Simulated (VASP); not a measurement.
# B (P6_3/mmc) in VASP: a series of runs, part 3 of 3

VASP 6.6.1. The steps go on from the part before.

### Step 5. Single point, PBE

This run uses another cell than the first one: it holds 2 atoms, not 4.

File INCAR:

```
SYSTEM = B
PREC = Accurate
ENCUT = 520
EDIFF = 1E-6
ISMEAR = -1
SIGMA = 0.08
LREAL = .False.
LASPH = .True.
NELM = 100
ALGO = Normal
ISIF = 2
LWAVE = .False.
LCHARG = .False.
GGA = PE
NBANDS = 10
```

File KPOINTS:

```
Automatic mesh
0
Gamma
  23 23 12
  0 0 0
```

File POSCAR:

```
B
1.0
    1.7350930519      0.0000000000      0.0000000000
   -0.8675465260      1.5026346609      0.0000000000
    0.0000000000      0.0000000000      3.7146395327
B
2
Direct
    0.3333333333      0.6666666667      0.2500000000
    0.6666666667      0.3333333333      0.7500000000
```

Potentials or basis: VASP PAW PBE potentials, release 64 (B).

On the command line:

```
$ cat potpaw_PBE.64/B/POTCAR > POTCAR
$ mpirun -np 1 vasp_std > vasp.out
```

OUTCAR:

```text
SYSTEM = B
   PREC = Accurate
   ENCUT = 520
   EDIFF = 1E-6
   ISMEAR = -1
   LREAL = .False.
   LASPH = .True.
   NELM = 100
   ISIF = 2
   GGA = PE

 ion  position               nearest neighbor table
   1  0.333  0.667  0.250-   2 2.11   2 2.11   2 2.11   2 2.11   2 2.11   2 2.11
   2  0.667  0.333  0.750-   1 2.11   1 2.11   1 2.11   1 2.11   1 2.11   1 2.11

  LATTYP: Found a hexagonal cell.
 ALAT       =     1.7350930519
 C/A-ratio  =     2.1408877919

  Lattice vectors:

 A1 = (   1.7350930519,   0.0000000000,   0.0000000000)
 A2 = (  -0.8675465260,   1.5026346609,   0.0000000000)
 A3 = (   0.0000000000,   0.0000000000,   3.7146395327)

Analysis of symmetry for initial positions (statically):
=====================================================================
 Subroutine PRICEL returns:
 Original cell was already a primitive cell.

 Routine SETGRP: Setting up the symmetry group for a
 hexagonal supercell.

 Subroutine GETGRP returns: Found 24 space group operations
 (whereof 12 operations were pure point group operations)
 out of a pool of 24 trial point group operations.

The static configuration has the point symmetry D_3d.
 The point group associated with its full space group is D_6h.

Analysis of symmetry for dynamics (positions and initial velocities):
=====================================================================
 Subroutine PRICEL returns:
 Original cell was already a primitive cell.

 Routine SETGRP: Setting up the symmetry group for a
 hexagonal supercell.

 Subroutine GETGRP returns: Found 24 space group operations
 (whereof 12 operations were pure point group operations)
 out of a pool of 24 trial point group operations.

The dynamic configuration has the point symmetry D_3d.
 The point group associated with its full space group is D_6h.

 Subroutine INISYM returns: Found 24 space group operations
 (whereof 12 operations are pure point group operations),
 and found     1 'primitive' translations

[... 116 lines left out ...]
  Fermi-wavevector in a.u.,A,eV,Ry     =   1.395600  2.637302 26.500059  1.947699
  Thomas-Fermi vector in A             =   2.519036
   LORBIT       =      0    0 simple, 1 ext, 2 COOP (PROOUT), +10 PAW based schemes
   GGA     = PE    functional components
   LHFCALC =     F    Hartree Fock is set to
   AEXX    =    0.0000 exact exchange contribution
   IVDW    =     0    specifies the selected vdW correction
   LEPSILON=     F    determine dielectric tensor
   LRPA    =     F    only Hartree local field effects (RPA)
 non-spin polarized calculation
  energy-cutoff  :      520.00
  volume of cell :        9.68
 maximum number of plane-waves:       272
 NGX is ok and might be reduce to    14

 number of electron       6.0000000 magnetization

 Free energy of the ion-electron system (eV)
  ---------------------------------------------------
  ext. energy  EPLUGINS =         0.00000000
  ---------------------------------------------------
  free energy    TOTEN  =       -10.05888912 eV

  energy without entropy =      -10.04931536  energy(sigma->0) =      -10.05410224

 E-fermi :  12.6460     XC(G=0): -13.8034

 val. band max:       12.5944806866   @ k =   0.3913   0.1739   0.0000
 cond. band min:      12.6493116171   @ k =   0.2609   0.2609   0.0000
 fundamental gap:      0.0548309305
 Fermi energy:        12.6460071245

 k-point     1 :       0.0000    0.0000    0.0000
  band No.  band energies     occupation
      1      -8.5659      2.00000
      2      -0.7685      2.00000
      3       1.1616      2.00000
      4      21.4538      0.00000
      5      34.4344      0.00000
      6      35.4260      0.00000
      7      35.4260      0.00000
      8      36.7787      0.00000
      9      36.7787      0.00000
     10      55.3344      0.00000
[... 287 lines left out ...]
 k-point    24 :       0.0870    0.0870    0.0000
  band No.  band energies     occupation
      1      -7.4412      2.00000
      2       0.6866      2.00000
      3       1.8940      2.00000
      4      22.5136      0.00000
      5      29.7814      0.00000
      6      30.8766      0.00000
      7      32.3189      0.00000
      8      34.2759      0.00000
      9      39.3133      0.00000
     10      48.2511      0.00000

 [... further k-points ...]
[... 5 lines left out ...]
  --------------------------------------------------------------------------------------
  -------------------------------------------------------------------------------------
  Total        6.0564352      6.0564352      6.0417745     -0.0000000      0.0000000      0.0000000
  in kB     1001.9240581   1001.9240581    999.4987179     -0.0000000      0.0000000      0.0000000
  external PRESSURE =    1001.1156113 kB  Pullay stress =       0.0000000 kB

 VOLUME and BASIS-vectors are now :
 -----------------------------------------------------------------------------
  energy-cutoff  :      520.00
  volume of cell :        9.68
      direct lattice vectors                 reciprocal lattice vectors
     1.735093052  0.000000000  0.000000000     0.576337966  0.332748880  0.000000000
    -0.867546526  1.502634661  0.000000000     0.000000000  0.665497759  0.000000000
     0.000000000  0.000000000  3.714639533     0.000000000  0.000000000  0.269205125

 POSITION                                       TOTAL-FORCE (eV/Angst)
 -----------------------------------------------------------------------------------
     -0.00000      1.00176      0.92866         0.000000     -0.000000      0.000000
      0.86755      0.50088      2.78598        -0.000000      0.000000      0.000000
 -----------------------------------------------------------------------------------
    total drift:                                0.000000     -0.000000      0.000000

  FREE ENERGIE OF THE ION-ELECTRON SYSTEM (eV)
  ---------------------------------------------------
  free  energy   TOTEN  =       -10.0588891215 eV

  energy  without entropy=      -10.0493153647  energy(sigma->0) =      -10.05410224
```

stdout:

```text
POSCAR found type information on POSCAR B
 POSCAR found :  1 types and       2 ions
 scaLAPACK will be used
 LDA part: xc-table for (Slater+PW92), standard interpolation
 POSCAR, INCAR and KPOINTS ok, starting setup
 FFT: planning ... GRIDC
 FFT: planning ... GRID_SOFT
 FFT: planning ... GRID
 WAVECAR not read
 entering main loop
```

Wall time 11 s (1 thread of Intel Xeon 6975P-C (Granite Rapids), shared host); peak memory 0.13 GiB.

What came out:

| Item | Value |
| --- | --- |
| Free energy | -10.0589 eV |
| Pressure | 100.1 GPa |
| Band gap on the k mesh | zero (band 3 reaches 16.45 eV, above the bottom of band 4 at 9.23 eV) |

Stress tensor (GPa, compression positive):
```
100.19   0.00   0.00
  0.00 100.19   0.00
  0.00   0.00  99.95
```

### Step 6. Summary

| cell | k mesh | gap on the mesh (eV) | pressure (GPa) |
| --- | --- | --- | --- |
| a = 2.751, b = 2.751, c = 3.383 Å, angles 90.0, 90.0, 120.0°, 4 atoms | 15 × 15 × 5 | none | 100.2 |
| a = 1.735, b = 1.735, c = 3.713 Å, angles 90.0, 90.0, 120.0°, 2 atoms | 23 × 23 × 12 | none | 100.0 |
| a = 1.735, b = 1.735, c = 3.715 Å, angles 90.0, 90.0, 120.0°, 2 atoms | 23 × 23 × 12 | none | 100.1 |

Alike in all rows: task single point; level PBE; potentials or basis VASP PAW PBE potentials, release 64 (B); no spin polarisation; cutoff (eV) 520; smearing fermi-dirac 0.08 eV.

Caveats: some runs use coarse meshes.

Total energies depend on the potentials used, so only differences within one code and one set of settings carry meaning.
